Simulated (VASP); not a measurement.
Input of a VASP 6.6.1 run:

File INCAR:

```
ALGO     = Normal         # electronic algorithm
EDIFF    = 1E-6           # SCF threshold, eV
ENCUT    = 520            # plane-wave cutoff, eV
GGA      = PS             # functional
ISIF     = 2              # what is computed and relaxed
ISMEAR   = -1             # smearing method
LASPH    = T              # aspherical terms in the spheres
LCHARG   = F              # write CHGCAR
LREAL    = F              # projectors in reciprocal space
LWAVE    = F              # write WAVECAR
NBANDS   = 15             # bands
NELM     = 100            # most SCF steps
PREC     = Accurate       # precision mode
SIGMA    = 0.05           # smearing width, eV
```

The input KPOINTS:

```
k-points
0
Gamma
  8 8 4
```

Contents of POSCAR:

```
MgI2
1.0
    4.1944799318      0.0000000000      0.0000000000
   -2.0972399659      3.6325261766      0.0000000000
    0.0000000000      0.0000000000      6.9705366983
I Mg
2 1
Direct
    0.6666666667      0.3333333333      0.7500000000
    0.3333333333      0.6666666667      0.2500000000
    0.0000000000      0.0000000000      0.0000000000
```

Potentials or basis: VASP PAW PBE potentials, release 64 (I, Mg).

The run is started by

```console
$ cat potpaw_PBE.64/I/POTCAR potpaw_PBE.64/Mg/POTCAR > POTCAR
$ mpirun -np 1 vasp_std > vasp.out
```

Task: Estimate the largest force.

Result: 0.455 eV/Å.

Task: Predict the band gap on the k mesh.

Result: 3.36 eV.

Task: Predict the pressure.

Result: -1.8 GPa.

Forces in eV/Å, atoms in the order of the input:
```
I    0.000  0.000  0.455
I    0.000  0.000 -0.455
Mg   0.000  0.000  0.000
```

Caveat: the PAW data sets were made with another functional, which shifts forces and pressure a little; spin-orbit coupling is left out, which moves the levels of the heavy elements; this functional lacks dispersion, which binds the layers, so the pressure and a relaxed spacing across them are unreliable. A k mesh can miss the band edges.
